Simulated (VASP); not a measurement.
# Cd (Im-3m) in VASP: notebook, part 2 of 2

VASP 6.6.1. Earlier steps stand in the parts before.

## 3. Relaxation of cell and atoms, PBEsol

This run uses another cell than the first one, of 21.25 Å³/atom.

INCAR

```
SYSTEM = Cd
ALGO     = Normal         ! electronic algorithm
EDIFF    = 1E-6           ! SCF threshold, eV
EDIFFG   = -0.005         ! ionic threshold
ENCUT    = 600            ! plane-wave cutoff, eV
GGA      = PS             ! functional
IBRION   = 2              ! ionic algorithm
ISIF     = 3              ! what is computed and relaxed
ISMEAR   = -1             ! smearing method
LASPH    = .TRUE.         ! aspherical terms in the spheres
LCHARG   = .FALSE.        ! write CHGCAR
LREAL    = .FALSE.        ! projectors in reciprocal space
LWAVE    = .FALSE.        ! write WAVECAR
NELM     = 100            ! most SCF steps
NSW      = 60             ! ionic steps
PREC     = Accurate       ! precision mode
SIGMA    = 0.1            ! smearing width, eV
```

KPOINTS

```
k-points
0
G
  15 15 15
  0 0 0
```

POSCAR

```
Cd
1.0
   -1.7448830117      1.7448830117      1.7448830117
    1.7448830117     -1.7448830117      1.7448830117
    1.7448830117      1.7448830117     -1.7448830117
Cd
1
Direct
    0.0000000000      0.0000000000      0.0000000000
```

Potentials or basis: VASP PAW PBE potentials, release 64 (Cd).

Run with:

```console
$ cat potpaw_PBE.64/Cd/POTCAR > POTCAR
$ mpirun -np 1 vasp_std > vasp.out
```

OUTCAR:

```text
SYSTEM = Cd
   EDIFF = 1E-6
   EDIFFG = -0.005
   ENCUT = 600
   GGA = PS
   IBRION = 2
   ISIF = 3
   ISMEAR = -1
   LASPH = .TRUE.
   LREAL = .FALSE.
   NELM = 100
   NSW = 60
   PREC = Accurate

 ion  position               nearest neighbor table
   1  0.000  0.000  0.000-

  LATTYP: Found a body centered cubic cell.
 ALAT       =     3.4897660234

  Lattice vectors:

 A1 = (  -1.7448830117,   1.7448830117,   1.7448830117)
 A2 = (   1.7448830117,  -1.7448830117,   1.7448830117)
 A3 = (   1.7448830117,   1.7448830117,  -1.7448830117)

Analysis of symmetry for initial positions (statically):
=====================================================================
 Subroutine PRICEL returns:
 Original cell was already a primitive cell.

 Routine SETGRP: Setting up the symmetry group for a
 body centered cubic supercell.

 Subroutine GETGRP returns: Found 48 space group operations
 (whereof 48 operations were pure point group operations)
 out of a pool of 48 trial point group operations.

The static configuration has the point symmetry O_h .

Analysis of symmetry for dynamics (positions and initial velocities):
=====================================================================
 Subroutine PRICEL returns:
 Original cell was already a primitive cell.

 Routine SETGRP: Setting up the symmetry group for a
 body centered cubic supercell.

 Subroutine GETGRP returns: Found 48 space group operations
 (whereof 48 operations were pure point group operations)
 out of a pool of 48 trial point group operations.

The dynamic configuration has the point symmetry O_h .

 Subroutine INISYM returns: Found 48 space group operations
 (whereof 48 operations are pure point group operations),
 and found     1 'primitive' translations

----------------------------------------------------------------------------------------

                                     Primitive cell

  volume of cell :      21.2500

  direct lattice vectors                    reciprocal lattice vectors
    -1.744883012  1.744883012  1.744883012     0.000000000  0.286552162  0.286552162
     1.744883012 -1.744883012  1.744883012     0.286552162  0.000000000  0.286552162
     1.744883012  1.744883012 -1.744883012     0.286552162  0.286552162  0.000000000

  length of vectors
     3.022226030  3.022226030  3.022226030     0.405245954  0.405245954  0.405245954

  position of ions in fractional coordinates (direct lattice)
     0.000000000  0.000000000  0.000000000

  ion indices of the primitive-cell ions
   primitive index   ion index
                 1           1

----------------------------------------------------------------------------------------

 KPOINTS: k-points

Automatic generation of k-mesh.
[... 96 lines left out ...]
   LRPA    =     F    only Hartree local field effects (RPA)
 conjugate gradient relaxation of ions
 non-spin polarized calculation
  energy-cutoff  :      600.00
  volume of cell :       21.25
 maximum number of plane-waves:       722
   NGX = 13   NGY = 13   NGZ = 13

--------------------------------------- Ionic step        1  -------------------------------------------

 number of electron      11.9999994 magnetization

 Free energy of the ion-electron system (eV)
  ---------------------------------------------------
  ext. energy  EPLUGINS =         0.00000000
  ---------------------------------------------------
  free energy    TOTEN  =        -1.12991846 eV

  energy without entropy =       -1.11682904  energy(sigma->0) =       -1.12337375

------------------------ aborting loop because EDIFF is reached ----------------------------------------

  FORCE on cell =-STRESS in cart. coord.  units (eV):
  Direction    XX          YY          ZZ          XY          YZ          ZX
  --------------------------------------------------------------------------------------
  -------------------------------------------------------------------------------------
  Total        0.0621986      0.0621986      0.0621986     -0.0000000      0.0000000     -0.0000000
  in kB        4.6895596      4.6895596      4.6895596     -0.0000000      0.0000000     -0.0000000
  external PRESSURE =       4.6895596 kB  Pullay stress =       0.0000000 kB

 VOLUME and BASIS-vectors are now :
 -----------------------------------------------------------------------------
  energy-cutoff  :      600.00
  volume of cell :       21.25
      direct lattice vectors                 reciprocal lattice vectors
    -1.744883012  1.744883012  1.744883012     0.000000000  0.286552162  0.286552162
     1.744883012 -1.744883012  1.744883012     0.286552162  0.000000000  0.286552162
     1.744883012  1.744883012 -1.744883012     0.286552162  0.286552162  0.000000000

 POSITION                                       TOTAL-FORCE (eV/Angst)
 -----------------------------------------------------------------------------------
      0.00000      0.00000      0.00000         0.000000      0.000000     -0.000000
 -----------------------------------------------------------------------------------
    total drift:                               -0.000000      0.000000      0.000000

  FREE ENERGIE OF THE ION-ELECTRON SYSTEM (eV)
  ---------------------------------------------------
  free  energy   TOTEN  =        -1.1299184631 eV

  energy  without entropy=       -1.1168290418  energy(sigma->0) =       -1.12337375

--------------------------------------- Ionic step        2  -------------------------------------------

 number of electron      11.9999993 magnetization

 Free energy of the ion-electron system (eV)
  ---------------------------------------------------
  ext. energy  EPLUGINS =         0.00000000
  ---------------------------------------------------
  free energy    TOTEN  =        -1.13018776 eV

  energy without entropy =       -1.11700844  energy(sigma->0) =       -1.12359810

 E-fermi :   2.8710     XC(G=0): -11.2599

 val. band max:        2.7961326081   @ k =  -0.4000  -0.4000   0.0667
 cond. band min:       2.8731633704   @ k =  -0.4667   0.4667   0.1333
 fundamental gap:      0.0770307623
 Fermi energy:         2.8710135440

 k-point     1 :       0.0000    0.0000    0.0000
  band No.  band energies     occupation
      1      -6.4161      2.00000
      2      -6.4161      2.00000
      3      -6.4161      2.00000
      4      -6.1660      2.00000
      5      -5.7329      2.00000
      6      -5.7329      2.00000
      7      18.4527      0.00000
      8      18.4527      0.00000
      9      18.4527      0.00000
     10      19.4953      0.00000
[... 287 lines left out ...]
 k-point    24 :       0.4000    0.2000    0.0000
  band No.  band energies     occupation
      1      -6.7578      2.00000
      2      -6.5362      2.00000
      3      -5.9068      2.00000
      4      -5.7669      2.00000
      5      -5.5163      2.00000
      6       1.8687      1.99991
      7       2.4617      1.96719
      8       7.5497      0.00000
      9      12.4251      0.00000
     10      18.4437      0.00000

 [... further k-points ...]

------------------------ aborting loop because EDIFF is reached ----------------------------------------

  FORCE on cell =-STRESS in cart. coord.  units (eV):
  Direction    XX          YY          ZZ          XY          YZ          ZX
  --------------------------------------------------------------------------------------
  -------------------------------------------------------------------------------------
  Total       -0.0009810     -0.0009810     -0.0009810      0.0000000     -0.0000000      0.0000000
  in kB       -0.0733030     -0.0733030     -0.0733030      0.0000000     -0.0000000      0.0000000
  external PRESSURE =      -0.0733030 kB  Pullay stress =       0.0000000 kB

 VOLUME and BASIS-vectors are now :
 -----------------------------------------------------------------------------
  energy-cutoff  :      600.00
  volume of cell :       21.44
      direct lattice vectors                 reciprocal lattice vectors
    -1.750118750  1.750118750  1.750118750     0.000000000  0.285694899  0.285694899
     1.750118750 -1.750118750  1.750118750     0.285694899  0.000000000  0.285694899
     1.750118750  1.750118750 -1.750118750     0.285694899  0.285694899  0.000000000

 POSITION                                       TOTAL-FORCE (eV/Angst)
 -----------------------------------------------------------------------------------
     -1.75012      1.75012      1.75012         0.000000      0.000000     -0.000000
 -----------------------------------------------------------------------------------
    total drift:                               -0.000000     -0.000000      0.000000

  FREE ENERGIE OF THE ION-ELECTRON SYSTEM (eV)
  ---------------------------------------------------
  free  energy   TOTEN  =        -1.1301877634 eV

  energy  without entropy=       -1.1170084370  energy(sigma->0) =       -1.12359810

 reached required accuracy - stopping structural energy minimisation
```

Run time: 13 s. Hardware: 1 thread of AMD EPYC 9R45 (Zen 5), shared host; peak memory 0.13 GiB.

Results:

| Item | Value |
| --- | --- |
| Free energy | -1.1302 eV |
| Relaxed volume | 21.44 Å³/atom |
| Relaxed cell | a = 3.031 Å, b = 3.031 Å, c = 3.031 Å, α = 109.47°, β = 109.47°, γ = 109.47° |
| Space group after relaxing (to 0.1 Å) | Im-3m (No. 229) |
| Energy gained by relaxing | 0.3 meV/atom |
| Ionic steps | 2 |
| Pressure after relaxing | 0.0 GPa |
| Band gap on the k mesh | zero (bands 6 and 7 overlap by 3.59 eV) |

Step by step:
```
step  energy change (eV)  largest force (eV/Å)  pressure (GPa)  volume (Å³)
   1              0.0000                0.0000            0.47        21.25
   2             -0.0003                0.0000           -0.01        21.44
```

Final structure:
```cif
data_structure
_symmetry_space_group_name_H-M 'P 1'
_symmetry_Int_Tables_number 1
_cell_length_a 3.0313
_cell_length_b 3.0313
_cell_length_c 3.0313
_cell_angle_alpha 109.471
_cell_angle_beta 109.471
_cell_angle_gamma 109.471
_cell_volume 21.44
loop_
_atom_site_label
_atom_site_type_symbol
_atom_site_fract_x
_atom_site_fract_y
_atom_site_fract_z
_atom_site_occupancy
Cd1 Cd 0.00000 0.00000 0.00000 1
```

Caveat: the PAW data sets were made with another functional, which shifts forces and pressure a little.
